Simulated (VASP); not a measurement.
# Si7Ge (P-42m) in VASP: further runs

Runs on Si7Ge. Level: PBEsol. Tasks: single point.

All numbers are computed with VASP 6.6.1; they aren't measurements. Logs are shortened: lines on timing, memory, paths and dates and some standing lists are left out, and cuts for length are marked.

**1. The cell of the first run**

It takes space group P-42m (No. 111, tetragonal). Conventional cell: a = 5.459 Å, b = 5.459 Å, c = 5.323 Å, α = 90.00°, β = 90.00°, γ = 90.00°. Within 3.1 Å of Si (site symmetry m) lie 3 Si at 2.34 Å and 1 Ge at 2.37 Å. Si (site symmetry 222) has 4 Si at 2.34 Å within 3.1 Å. Si (site symmetry -42m) has 4 Si at 2.34 Å within 3.1 Å. Ge (site symmetry -42m) has 4 Si at 2.37 Å within 3.1 Å.

**2. Single point, PBEsol (strain +0.000 along x and y, -0.025 along z)**

Input file INCAR:

```
SYSTEM = Si7Ge
  PREC = Accurate
  ENCUT = 520
  EDIFF = 1E-7
  ISMEAR = 0
  SIGMA = 0.03
  LREAL = .False.
  LASPH = .True.
  NELM = 80
  ALGO = Normal
  ISIF = 2
  LWAVE = .False.
  LCHARG = .False.
  GGA = PS
  NBANDS = 31
```

Input file KPOINTS:

```
Automatic mesh
0
Gamma
  6 6 6
  0 0 0
```

Input file POSCAR:

```
Si7Ge
1.0
    5.4591768100      0.0000000000      0.0000000000
    0.0000000000      5.4591768100      0.0000000000
    0.0000000000      0.0000000000      5.3226973898
Si Ge
7 1
Direct
    0.2525976818      0.2525976818      0.2525976818
    0.0000000000      0.5000000000      0.5000000000
    0.5000000000      0.5000000000      0.0000000000
    0.5000000000      0.0000000000      0.5000000000
    0.7474023182      0.2525976818      0.7474023182
    0.7474023182      0.7474023182      0.2525976818
    0.2525976818      0.7474023182      0.7474023182
    0.0000000000      0.0000000000      0.0000000000
```

Potentials or basis: VASP PAW PBE potentials, release 64 (Si, Ge_d).

Command:

```console
cat potpaw_PBE.64/Si/POTCAR potpaw_PBE.64/Ge_d/POTCAR > POTCAR
mpirun -np 1 vasp_std > vasp.out
```

OUTCAR:

```text
SYSTEM = Si7Ge
   PREC = Accurate
   ENCUT = 520
   EDIFF = 1E-7
   ISMEAR = 0
   LREAL = .False.
   LASPH = .True.
   NELM = 80
   ISIF = 2
   GGA = PS

 ion  position               nearest neighbor table
   1  0.253  0.253  0.253-   3 2.34   2 2.34   4 2.34   8 2.37
   2  0.000  0.500  0.500-   1 2.34   5 2.34   6 2.34   7 2.34
   3  0.500  0.500  0.000-   1 2.34   5 2.34   6 2.34   7 2.34
   4  0.500  0.000  0.500-   1 2.34   5 2.34   6 2.34   7 2.34
   5  0.747  0.253  0.747-   3 2.34   2 2.34   4 2.34   8 2.37
   6  0.747  0.747  0.253-   3 2.34   2 2.34   4 2.34   8 2.37
   7  0.253  0.747  0.747-   3 2.34   2 2.34   4 2.34   8 2.37
   8  0.000  0.000  0.000-   1 2.37   5 2.37   6 2.37   7 2.37

  LATTYP: Found a simple tetragonal cell.
 ALAT       =     5.4591768100
 C/A-ratio  =     0.9750000000

  Lattice vectors:

 A1 = (   5.4591768100,   0.0000000000,   0.0000000000)
 A2 = (   0.0000000000,   5.4591768100,   0.0000000000)
 A3 = (   0.0000000000,   0.0000000000,   5.3226973898)

Analysis of symmetry for initial positions (statically):
=====================================================================
 Subroutine PRICEL returns:
 Original cell was already a primitive cell.

 Routine SETGRP: Setting up the symmetry group for a
 simple tetragonal supercell.

 Subroutine GETGRP returns: Found  8 space group operations
 (whereof  8 operations were pure point group operations)
 out of a pool of 16 trial point group operations.

The static configuration has the point symmetry D_2d.

Analysis of symmetry for dynamics (positions and initial velocities):
=====================================================================
 Subroutine PRICEL returns:
 Original cell was already a primitive cell.

 Routine SETGRP: Setting up the symmetry group for a
 simple tetragonal supercell.

 Subroutine GETGRP returns: Found  8 space group operations
 (whereof  8 operations were pure point group operations)
 out of a pool of 16 trial point group operations.

The dynamic configuration has the point symmetry D_2d.

 Subroutine INISYM returns: Found  8 space group operations
 (whereof  8 operations are pure point group operations),
 and found     1 'primitive' translations

----------------------------------------------------------------------------------------

                                     Primitive cell

  volume of cell :     158.6303

  direct lattice vectors                    reciprocal lattice vectors
     5.459176810  0.000000000  0.000000000     0.183177800  0.000000000  0.000000000
     0.000000000  5.459176810  0.000000000     0.000000000  0.183177800  0.000000000
     0.000000000  0.000000000  5.322697390     0.000000000  0.000000000  0.187874667

  length of vectors
     5.459176810  5.459176810  5.322697390     0.183177800  0.183177800  0.187874667

  position of ions in fractional coordinates (direct lattice)
     0.252597682  0.252597682  0.252597682
     0.000000000  0.500000000  0.500000000
     0.500000000  0.500000000  0.000000000
     0.500000000  0.000000000  0.500000000
     0.747402318  0.252597682  0.747402318
     0.747402318  0.747402318  0.252597682
     0.252597682  0.747402318  0.747402318
     0.000000000  0.000000000  0.000000000

  ion indices of the primitive-cell ions
   primitive index   ion index
                 1           1
                 2           2
                 3           3
                 4           4
                 5           5
                 6           6
                 7           7
                 8           8

----------------------------------------------------------------------------------------

 KPOINTS: Automatic mesh

Automatic generation of k-mesh.
 Grid dimensions read from file:
 generate k-points for:    6    6    6

 Generating k-lattice:

  Cartesian coordinates                     Fractional coordinates (reciprocal lattice)
     0.030529633  0.000000000  0.000000000     0.166666667  0.000000000  0.000000000
     0.000000000  0.030529633  0.000000000     0.000000000  0.166666667  0.000000000
     0.000000000  0.000000000  0.031312445     0.000000000  0.000000000  0.166666667

  Length of vectors
     0.030529633  0.030529633  0.031312445

  Shift w.r.t. Gamma in fractional coordinates (k-lattice)
     0.000000000  0.000000000  0.000000000

 Subroutine IBZKPT returns following result:
 ===========================================

 Found     40 irreducible k-points:

 Following reciprocal coordinates:
            Coordinates               Weight
  0.000000  0.000000  0.000000      1.000000
  0.166667  0.000000  0.000000      4.000000
  0.333333  0.000000  0.000000      4.000000
  0.500000  0.000000  0.000000      2.000000
  0.166667  0.166667  0.000000      4.000000
  0.333333  0.166667  0.000000      8.000000
[... 16 lines left out ...]
  0.333333  0.000000  0.333333      8.000000
  0.500000  0.000000  0.333333      4.000000
 [... further k-points ...]
   k-points           NKPTS =     40   k-points in BZ     NKDIM =     40   number of bands    NBANDS=     31
   number of dos      NEDOS =    301   number of ions     NIONS =      8
   total plane-waves  NPLWV =  70560
   dimension x,y,z NGX =    42 NGY =   42 NGZ =   40
   dimension x,y,z NGXF=    84 NGYF=   84 NGZF=   80
   ions per type =               7   1
   NGX,Y,Z   is equivalent  to a cutoff of  12.79, 12.79, 12.49 a.u.
   NGXF,Y,Z  is equivalent  to a cutoff of  25.58, 25.58, 24.99 a.u.
 SYSTEM =  Si7Ge
   PREC   = accura    normal or accurate (medium, high low for compatibility)
   ISTART =      0    job   : 0-new  1-cont  2-samecut
   ICHARG =      2    charge: 1-file 2-atom 10-const
   ISPIN  =      1    spin polarized calculation?
   LNONCOLLINEAR =      F non collinear calculations
   LSORBIT =      F    spin-orbit coupling
   LASPH  =      T    aspherical Exc in radial PAW
   ENCUT  =  520.0 eV  38.22 Ry    6.18 a.u.  10.15 10.15  9.90*2*pi/ulx,y,z
   NELM   =     80;   NELMIN=  2; NELMDL= -5     # of ELM steps
   EDIFF  = 0.1E-06   stopping-criterion for ELM
   LREAL  =      F    real-space projection
   EDIFFG = 0.1E-05   stopping-criterion for IOM
   NSW    =      0    number of steps for IOM
   IBRION =     -1    ionic relax: 0-MD 1-quasi-New 2-CG
   NFREE  =      0    steps in history (QN), initial steepest desc. (CG)
   ISIF   =      2    stress and relaxation
   ISYM   =      2    0-nonsym 1-usesym 2-fastsym
   POTIM  = 0.5000    time-step for ionic-motion
   TEBEG  =    0.0;   TEEND  =   0.0 temperature during run
   PSTRESS=    0.0 pullay stress
   NELECT =      42.0000    total number of electrons
   NUPDOWN=      -1.0000    fix difference up-down
   EMIN   =  10.00;   EMAX   =-10.00  energy-range for DOS
   EFERMI =   0.00;   METHOD = LEGACY
   ISMEAR =     0;   SIGMA  =   0.03  broadening in eV -4-tet -1-fermi 0-gaus
   EFERMI_NEDOS =   21; number of points for ismear=-14 and -15
   IALGO  =     38    algorithm
   IMIX   =      4    mixing-type and parameters
     AMIX     =   0.40;   BMIX     =  1.00
     AMIX_MAG =   1.60;   BMIX_MAG =  1.00
  volume/ion in A,a.u.               =      19.83       133.81
  Fermi-wavevector in a.u.,A,eV,Ry     =   1.051226  1.986528 15.035459  1.105075
  Thomas-Fermi vector in A             =   2.186260
   LORBIT       =      0    0 simple, 1 ext, 2 COOP (PROOUT), +10 PAW based schemes
   GGA     = PS    functional components
   LHFCALC =     F    Hartree Fock is set to
   AEXX    =    0.0000 exact exchange contribution
   IVDW    =     0    specifies the selected vdW correction
   LEPSILON=     F    determine dielectric tensor
   LRPA    =     F    only Hartree local field effects (RPA)
 non-spin polarized calculation
 Gauss-broadening in eV      SIGMA  =   0.03
  energy-cutoff  :      520.00
  volume of cell :      158.63
 maximum number of plane-waves:      4300
 NGX is ok and might be reduce to    42
   NGX = 21   NGY = 21   NGZ = 19

 number of electron      42.0000016 magnetization

 Free energy of the ion-electron system (eV)
  ---------------------------------------------------
  ext. energy  EPLUGINS =         0.00000000
  ---------------------------------------------------
  free energy    TOTEN  =       -45.07711717 eV

  energy without entropy =      -45.07710391  energy(sigma->0) =      -45.07711054

 E-fermi :   6.0652     XC(G=0):  -9.7396

 val. band max:        6.0180694174   @ k =   0.0000   0.0000   0.0000
 cond. band min:       6.1123786709   @ k =   0.0000   0.0000   0.0000
 fundamental gap:      0.0943092535
 Fermi energy:         6.0652212886

 k-point     1 :       0.0000    0.0000    0.0000
  band No.  band energies     occupation
      1     -18.2149      2.00000
      2     -18.2149      2.00000
      3     -18.2147      2.00000
      4     -18.1875      2.00000
      5     -18.1853      2.00000
      6      -6.3679      2.00000
[... 23 lines left out ...]
     30       8.4923      0.00000
     31       9.0927      0.00000

 k-point     2 :       0.1667    0.0000    0.0000
  band No.  band energies     occupation
      1     -18.2149      2.00000
      2     -18.2149      2.00000
      3     -18.2147      2.00000
      4     -18.1875      2.00000
      5     -18.1853      2.00000
      6      -6.2471      2.00000
[... 23 lines left out ...]
     30       9.1307      0.00000
     31       9.7664      0.00000

 k-point     3 :       0.3333    0.0000    0.0000
  band No.  band energies     occupation
      1     -18.2149      2.00000
      2     -18.2148      2.00000
      3     -18.2148      2.00000
      4     -18.1875      2.00000
      5     -18.1852      2.00000
      6      -5.8878      2.00000
[... 703 lines left out ...]
     30      10.0966      0.00000
     31      10.4098      0.00000

 k-point    24 :       0.5000    0.0000    0.3333
  band No.  band energies     occupation
      1     -18.2150      2.00000
      2     -18.2149      2.00000
      3     -18.2148      2.00000
      4     -18.1873      2.00000
      5     -18.1852      2.00000
      6      -4.9474      2.00000
[... 23 lines left out ...]
     30      10.5958      0.00000
     31      10.6789      0.00000

 [... further k-points ...]

------------------------ aborting loop because EDIFF is reached ----------------------------------------

  FORCE on cell =-STRESS in cart. coord.  units (eV):
  Direction    XX          YY          ZZ          XY          YZ          ZX
  --------------------------------------------------------------------------------------
  -------------------------------------------------------------------------------------
  Total        1.7224940      1.7224940      3.9105284      0.0000000     -0.0000000      0.0000000
  in kB       17.3973142     17.3973142     39.4966202      0.0000000     -0.0000000      0.0000000
  external PRESSURE =      24.7637495 kB  Pullay stress =       0.0000000 kB

 VOLUME and BASIS-vectors are now :
 -----------------------------------------------------------------------------
  energy-cutoff  :      520.00
  volume of cell :      158.63
      direct lattice vectors                 reciprocal lattice vectors
     5.459176810  0.000000000  0.000000000     0.183177800  0.000000000  0.000000000
     0.000000000  5.459176810  0.000000000     0.000000000  0.183177800  0.000000000
     0.000000000  0.000000000  5.322697390     0.000000000  0.000000000  0.187874667

 POSITION                                       TOTAL-FORCE (eV/Angst)
 -----------------------------------------------------------------------------------
      1.37898      1.37898      1.34450        -0.010367     -0.010367      0.002598
      0.00000      2.72959      2.66135         0.000000      0.000000     -0.000000
      2.72959      2.72959      0.00000         0.000000      0.000000     -0.000000
      2.72959      0.00000      2.66135         0.000000      0.000000     -0.000000
      4.08020      1.37898      3.97820         0.010367     -0.010367     -0.002598
      4.08020      4.08020      1.34450         0.010367      0.010367      0.002598
      1.37898      4.08020      3.97820        -0.010367      0.010367     -0.002598
      0.00000      0.00000      0.00000         0.000000      0.000000     -0.000000
 -----------------------------------------------------------------------------------
    total drift:                               -0.000000     -0.000000     -0.000000

  FREE ENERGIE OF THE ION-ELECTRON SYSTEM (eV)
  ---------------------------------------------------
  free  energy   TOTEN  =       -45.0771171706 eV

  energy  without entropy=      -45.0771039148  energy(sigma->0) =      -45.07711054
```

It took 3 min on 1 thread of AMD EPYC 9R14 (Zen 4), shared host; peak memory 0.31 GiB.

What came out:

```
Free energy            : -45.0771 eV
Pressure               : 2.5 GPa
Largest force          : 0.015 eV/Å
Band gap on the k mesh : 0.09 eV
```

Forces in eV/Å, atoms in the order of the input:
```
Si  -0.010 -0.010  0.003
Si   0.000  0.000  0.000
Si   0.000  0.000  0.000
Si   0.000  0.000  0.000
Si   0.010 -0.010 -0.003
Si   0.010  0.010  0.003
Si  -0.010  0.010 -0.003
Ge   0.000  0.000  0.000
```

Caveat: the cell differs from its parent crystal (strain +0.000 along x and y, -0.025 along z); the PAW data sets were made with another functional, which shifts forces and pressure a little. A k mesh can miss the band edges.

(Continued in part 2 of 2.)
